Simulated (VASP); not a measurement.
Set up this calculation in VASP 6.6.1, as the native input.

| Quantity | Value |
| --- | --- |
| Task | single point |
| Functional | PBE |
| Potentials or basis | VASP PAW PBE potentials, release 64 (K_sv, Cl) |
| Cutoff | 520 eV |
| k mesh | 7 × 7 × 7 |
| Occupations | fermi-dirac, width 0.03 eV |
| Spin | no spin polarisation |
| Dipole correction | no |
| Further INCAR settings | ALGO = Normal; EDIFF = 1e-06; NBANDS = 15 |

The structure of KCl lies in POSCAR:

```
KCl
1.0
    0.0000000000      3.2045340317      3.0614170000
    3.2045340317      0.0000000000      3.0614170000
    3.2045340317      3.2045340317      0.0000000000
K Cl
1 1
Direct
    0.0000000000      0.0000000000      0.0000000000
    0.5000000000      0.5000000000      0.5000000000
```

This cell differs from its parent crystal: z stretched by -3 % at fixed volume.

The input as run:

INCAR

```
  PREC = Accurate
  ENCUT = 520
  EDIFF = 1E-6
  ISMEAR = -1
  SIGMA = 0.03
  LREAL = False
  LASPH = True
  NELM = 100
  ALGO = Normal
  ISIF = 2
  LWAVE = False
  LCHARG = False
  GGA = PE
  NBANDS = 15
```

KPOINTS

```
Automatic mesh
0
Gamma
  7 7 7
```

Potentials or basis: VASP PAW PBE potentials, release 64 (K_sv, Cl).

Command:

```console
$ cat potpaw_PBE.64/K_sv/POTCAR potpaw_PBE.64/Cl/POTCAR > POTCAR
$ mpirun -np 1 vasp_std > vasp.out
```

It gave:

| Property | Result |
| --- | --- |
| Pressure | 0.7 GPa |
| Band gap on the k mesh | 5.13 eV |

It took 33 s on 1 thread of AMD EPYC 7R13 Processor (Zen 3), with other jobs on the host, peak memory 0.18 GiB.
